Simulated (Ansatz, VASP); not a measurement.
One calculation of GdN, two programs

```
CELL_PARAMETERS angstrom
0.00000 2.49950 2.49950
2.49950 0.00000 2.49950
2.49950 2.49950 0.00000
ATOMIC_POSITIONS crystal
Gd 0.00000 0.00000 0.00000
N 0.50000 0.50000 0.50000
```

Alike in both runs: task electric field gradients; functional PBE; k mesh 13 × 13 × 13; occupations fermi-dirac, width 0.05 eV; collinear spin.

```csv
,VASP,Ansatz
version,VASP 6.6.1,Ansatz 0.2.0
potentials or method,"VASP PAW PBE potentials, release 64 (Gd, N), cutoff 520 eV","all-electron PAW with datasets made for the crystal, scalar-relativistic"
```

```tsv
	VASP	Ansatz	Ansatz less VASP
pressure (GPa)	-1.2	-1.3	-0.05
net moment per atom (μB)	3.50	3.50	0.000
size of the moment on the site where the two differ most (μB)	6.80	6.87	+0.063
```

Site moments also hang on the region over which each program counts them. Ansatz ran all-electron here, and VASP with PAW potentials.

Neither program's run includes spin-orbit coupling.
